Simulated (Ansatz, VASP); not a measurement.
**One calculation of C, two programs**

```xyz
15
Lattice="3.5715 0.0000 -3.5715 0.0000 3.5715 -3.5715 3.5715 3.5715 0.0000" Properties=species:S:1:pos:R:3 pbc="T T T"
C     1.7858    1.7858   -1.7858
C     3.5715    5.3573   -3.5715
C     1.7858    3.5715   -3.5715
C     5.3573    3.5715   -3.5715
C     3.5715    1.7858   -3.5715
C     5.3573    5.3573   -5.3573
C     3.5715    3.5715   -5.3573
C     0.8929    0.8929   -0.8929
C     2.6787    2.6787   -0.8929
C     0.8929    2.6787   -2.6787
C     2.8215    4.3215   -2.9644
C     2.6787    0.8929   -2.6787
C     4.4644    2.6787   -2.6787
C     2.6787    2.6787   -4.4644
C     4.4644    4.4644   -4.4644
```

Change from the starting cell: C vacancy; atom 11 moved 0.000 of the way to it and -0.350 Å across, host rigid.

Alike in both runs: task single point; functional PBE; k mesh 6 × 6 × 6; occupations gaussian, width 0.05 eV; no spin polarisation.

```csv
,VASP,Ansatz
version,VASP 6.6.1,Ansatz 0.2.0
potentials or method,"VASP PAW PBE potentials, release 64 (C), cutoff 520 eV","scalar-relativistic, plane waves, PAW"
valence electrons in the cell,60,60
```

Ansatz gave:

```
gap on the k mesh at the Fermi level (eV)                     : none
pressure (GPa)                                                : -1.7
traceless stress, the component that is largest in VASP (GPa) : 9.25
rms of the force components (eV/Å)                            : 1.646
```

Problem. Estimate VASP's values.

Solution. gap on the k mesh at the Fermi level (eV): none; pressure (GPa): -0.7; traceless stress, the component that is largest in VASP (GPa): 9.22; rms of the force components (eV/Å): 1.647.

Atom by atom the forces differ by 0.012 eV/Å (rms over components). A gap of «none» marks a metal or a gap that the smearing closes.
